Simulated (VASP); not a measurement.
# Si7PdC8 in VASP: a series of runs, part 2 of 2

VASP 6.6.1. The steps go on from the part before.

### 4 Single point, PBEsol+U, collinear spin

Contents of INCAR:

```
ALGO = Normal
EDIFF = 1E-6
ENCUT = 520
GGA = PS
ISIF = 2
ISMEAR = 0
ISPIN = 2
LASPH = T
LCHARG = F
LDAU = T
LDAUJ = 0 0 0
LDAUL = 2 -1 -1
LDAUPRINT = 1
LDAUTYPE = 2
LDAUU = 2 0 0
LMAXMIX = 4
LORBIT = 11
LREAL = Auto
LWAVE = F
MAGMOM = 0.81 0.03 0.03 0.03 0.03 0.03 0.03 0.01 0.37 0.37 0.37 0.08 0.37 0.08 0.08 0.08
NBANDS = 53
NELM = 150
NUPDOWN = 4.4
PREC = Accurate
SIGMA = 0.05
```

Contents of KPOINTS:

```
k-points
0
Gamma
  3 3 3
```

Contents of POSCAR:

```
Si7PdC8
1.0
    0.0000000000      4.3580000000      4.3580000000
    4.3580000000      0.0000000000      4.3580000000
    4.3580000000      4.3580000000      0.0000000000
Pd Si C
1 7 8
Direct
    0.9985120068      0.0014817106      0.0001348684
    0.9959776440      0.9993993439      0.5023713880
    0.9960239966      0.5039575895      0.9977614746
    0.9960195893      0.5039464916      0.5023744001
    0.5006153515      0.9994179348      0.9977393167
    0.5005922752      0.9994411165      0.5022896129
    0.5006409381      0.5039571230      0.9977444199
    0.4982886190      0.5017127018      0.5000509255
    0.1331292654      0.1365160330      0.1348897383
    0.1330554484      0.1364773051      0.5957024134
    0.1331867839      0.5970788001      0.1349118402
    0.1239869420      0.6264598039      0.6248269315
    0.5940531588      0.1364707605      0.1347536752
    0.6230374944      0.1274138327      0.6248083382
    0.6230746445      0.6264712122      0.1257393475
    0.6230697129      0.6264859288      0.6248020359
```

Potentials or basis: VASP PAW PBE potentials, release 64 (Pd, Si, C).

The run is started by

```bash
$ cat potpaw_PBE.64/Pd/POTCAR potpaw_PBE.64/Si/POTCAR potpaw_PBE.64/C/POTCAR > POTCAR
$ mpirun -np 1 vasp_std > vasp.out
```

OUTCAR:

```text
EDIFF = 1E-6
   ENCUT = 520
   GGA = PS
   ISIF = 2
   ISMEAR = 0
   ISPIN = 2
   LASPH = T
   LORBIT = 11
   LREAL = Auto
   NELM = 150
   NUPDOWN = 4.4
   PREC = Accurate

 ion  position               nearest neighbor table
   1  0.999  0.001  0.000-  11 2.04   9 2.04  10 2.04  13 2.04   7 3.08   5 3.08   4 3.08   2 3.08
                             3 3.08   6 3.08   6 3.08   3 3.08   2 3.08   4 3.08   5 3.08   7 3.08
   2  0.996  0.999  0.502-  10 1.86   9 1.86  12 1.88  14 1.88   5 3.05   6 3.05   3 3.05   4 3.05
                             1 3.08   8 3.08   8 3.08   1 3.08   4 3.11   3 3.11   6 3.11   5 3.11
   3  0.996  0.504  0.998-   9 1.86  11 1.86  12 1.88  15 1.88   7 3.05   4 3.05   2 3.05   5 3.05
                             1 3.08   8 3.08   8 3.08   1 3.08   5 3.11   2 3.11   4 3.11   7 3.11
   4  0.996  0.504  0.502-  10 1.86  11 1.86  12 1.88  16 1.88   7 3.05   3 3.05   2 3.05   6 3.05
                             1 3.08   8 3.08   8 3.08   1 3.08   6 3.11   2 3.11   3 3.11   7 3.11
   5  0.501  0.999  0.998-   9 1.86  13 1.86  14 1.88  15 1.88   2 3.05   3 3.05   7 3.05   6 3.05
                             1 3.08   8 3.08   8 3.08   1 3.08   6 3.11   7 3.11   3 3.11   2 3.11
   6  0.501  0.999  0.502-  13 1.86  10 1.86  14 1.88  16 1.88   2 3.05   5 3.05   4 3.05   7 3.05
                             1 3.08   8 3.08   8 3.08   1 3.08   7 3.11   4 3.11   5 3.11   2 3.11
   7  0.501  0.504  0.998-  11 1.86  13 1.86  16 1.88  15 1.88   4 3.05   3 3.05   5 3.05   6 3.05
                             1 3.08   8 3.08   8 3.08   1 3.08   6 3.11   5 3.11   3 3.11   4 3.11
   8  0.498  0.502  0.500-  14 1.88  12 1.88  16 1.88  15 1.88   3 3.08   4 3.08   5 3.08   7 3.08
[... 1695 lines left out ...]
 -----------------------------------------------------------------------------------
      0.00705      4.35210      4.35797        -0.001028     -0.002556      0.001637
      6.54472      6.52981      8.69585        -0.000889      0.000601      0.336548
      6.54449      8.68892      6.53692         0.002166      0.334082      0.000412
      4.38555      6.53000      6.53685        -0.335708     -0.003042      0.000440
      8.70361      6.52983      6.53715         0.336650      0.002100     -0.000781
      6.54454      4.37056      6.53715        -0.001699     -0.337832     -0.001380
[... 8 lines left out ...]
      3.27813      3.26333      5.44552         0.036393      0.023822     -0.028999
      5.45311      5.43823      5.44556        -0.023156     -0.036018     -0.029106
 -----------------------------------------------------------------------------------
    total drift:                                0.001011      0.001753     -0.007046

  FREE ENERGIE OF THE ION-ELECTRON SYSTEM (eV)
  ---------------------------------------------------
  free  energy   TOTEN  =      -118.5345458328 eV

  energy  without entropy=     -118.5230258860  energy(sigma->0) =     -118.52878586

 total charge

# of ion       s       p       d       tot
------------------------------------------
    1        0.613   0.794   8.628  10.036
    2        0.715   0.977   0.000   1.692
    3        0.715   0.977   0.000   1.692
    4        0.715   0.977   0.000   1.692
    5        0.715   0.977   0.000   1.692
    6        0.715   0.977   0.000   1.692
[... 8 lines left out ...]
   15        0.841   1.693   0.000   2.534
   16        0.841   1.693   0.000   2.534
--------------------------------------------------
tot         12.403  20.953   8.628  41.985

 magnetization (x)

# of ion       s       p       d       tot
------------------------------------------
    1        0.013   0.309   0.841   1.163
    2        0.001   0.025   0.000   0.027
    3        0.001   0.025   0.000   0.027
    4        0.001   0.025   0.000   0.027
    5        0.001   0.025   0.000   0.027
    6        0.001   0.025   0.000   0.027
[... 8 lines left out ...]
   15        0.006   0.054   0.000   0.060
   16        0.006   0.054   0.000   0.060
--------------------------------------------------
tot          0.136   1.833   0.841   2.810
```

OSZICAR:

```text
N       E                     dE             d eps       ncg     rms          rms(c)
DAV:   1     0.234338156015E+03    0.23434E+03   -0.31728E+04  2968   0.119E+03
DAV:   2    -0.111419086245E+03   -0.34576E+03   -0.32318E+03  3475   0.231E+02
DAV:   3    -0.135138360423E+03   -0.23719E+02   -0.23377E+02  3824   0.566E+01
DAV:   4    -0.135557039238E+03   -0.41868E+00   -0.41759E+00  3744   0.835E+00
DAV:   5    -0.135564761253E+03   -0.77220E-02   -0.77183E-02  3791   0.111E+00    0.358E+01
DAV:   6    -0.122548121715E+03    0.13017E+02   -0.81405E+01  3428   0.500E+01    0.405E+01
DAV:   7    -0.118767826935E+03    0.37803E+01   -0.23529E+01  3264   0.343E+01    0.125E+01
DAV:   8    -0.118716114860E+03    0.51712E-01   -0.45863E+00  3598   0.124E+01    0.721E+00
DAV:   9    -0.118552263130E+03    0.16385E+00   -0.64080E-01  3447   0.619E+00    0.251E+00
DAV:  10    -0.118531903326E+03    0.20360E-01   -0.71016E-02  3582   0.142E+00    0.769E-01
DAV:  11    -0.118536557454E+03   -0.46541E-02   -0.21543E-02  3977   0.856E-01    0.606E-01
DAV:  12    -0.118534377196E+03    0.21803E-02   -0.76200E-03  3732   0.621E-01    0.198E-01
DAV:  13    -0.118534508251E+03   -0.13105E-03   -0.14651E-03  3777   0.163E-01    0.129E-01
DAV:  14    -0.118534550565E+03   -0.42314E-04   -0.23123E-04  3462   0.829E-02    0.517E-02
DAV:  15    -0.118534545902E+03    0.46627E-05   -0.27897E-05  3574   0.227E-02    0.179E-02
DAV:  16    -0.118534545598E+03    0.30432E-06   -0.13118E-05  3567   0.190E-02    0.626E-03
DAV:  17    -0.118534545833E+03   -0.23466E-06   -0.10093E-06  1874   0.558E-03
   1 F= -.11853455E+03 E0= -.11852879E+03  d E =-.115199E-01  mag=     4.4000
```

stdout:

```text
POSCAR found type information on POSCAR PdSiC
 POSCAR found :  3 types and      16 ions
 scaLAPACK will be used
 -----------------------------------------------------------------------------
|                                                                             |
|                                                                             |
|     You enforced a specific xc type in the INCAR file but a different       |
|     I HOPE YOU KNOW WHAT YOU ARE DOING!                                     |
|                                                                             |
 -----------------------------------------------------------------------------

 LDA part: xc-table for (Slater+PW92), standard interpolation
 POSCAR, INCAR and KPOINTS ok, starting setup
 FFT: planning ... GRIDC
 FFT: planning ... GRID_SOFT
 FFT: planning ... GRID
 WAVECAR not read
 entering main loop
```

Wall time 4.9 min (1 thread of AMD EPYC 9R45 (Zen 5), shared host); peak memory 0.46 GiB.

What came out:

| Item | Value |
| --- | --- |
| Free energy | -118.5345 eV |
| Pressure | 8.2 GPa |
| Largest force | 0.506 eV/Å |
| Net moment | 4.40 μB per cell |
| Site moments | Pd +1.16; Si +0.03, +0.01 (each value once); C +0.31, +0.06 (each value once) μB |
| Valence electrons inside the program's atomic spheres | Pd 10.04; Si 1.69, 1.68 (each value once); C 2.50, 2.53 (each value once) |

Forces in eV/Å, atoms in the order of the input:
```
Pd  -0.001 -0.003  0.002
Si  -0.001  0.001  0.337
Si   0.002  0.334  0.000
Si  -0.336 -0.003  0.000
Si   0.337  0.002 -0.001
Si  -0.002 -0.338 -0.001
Si   0.000  0.000 -0.334
Si  -0.001  0.000  0.002
C   -0.299 -0.280 -0.293
C    0.280  0.300 -0.289
C    0.290 -0.288  0.297
C   -0.022  0.022  0.030
C   -0.297  0.301  0.278
C    0.036 -0.036  0.030
C    0.036  0.024 -0.029
C   -0.023 -0.036 -0.029
```

Eigenvalues of the final occupation matrices:
```csv
site,spin,trace,eigenvalues
site 1 d,1,4.76,0.95 0.95 0.95 0.96 0.96
site 1 d,2,3.92,0.75 0.75 0.75 0.83 0.83
```

Caveat: the k points lie up to 0.42 Å⁻¹ apart; the moment is held away from its start; the PAW data sets were made with another functional, which shifts forces and pressure a little; the total moment is fixed, so each spin has its own Fermi level; the U is typed as a test and isn't derived for this compound.

### 5 Summary

| fixed moment (μB) | pressure (GPa) | moment (μB) | largest force (eV/Å) |
| --- | --- | --- | --- |
| 1.0 | 6.8 | 1.00 | 0.37 |
| 2.0 | 7.0 | 2.00 | 0.50 |
| 4.4 | 8.2 | 4.40 | 0.51 |

Alike in all rows: task single point; level PBEsol+U; potentials or basis VASP PAW PBE potentials, release 64 (Pd, Si, C); spin collinear; Pd d U = 2.0 eV; cell as given; k mesh 3 × 3 × 3; cutoff (eV) 520; smearing gaussian 0.05 eV.

Caveats: all runs use coarse meshes; the PAW data sets were made with another functional, which shifts forces and pressure a little; the total moment is fixed, so each spin has its own Fermi level; the U is typed as a test and isn't derived for this compound; the moment is held away from its start (at least some runs).

Absolute energies hang on the potentials; compare differences alone.
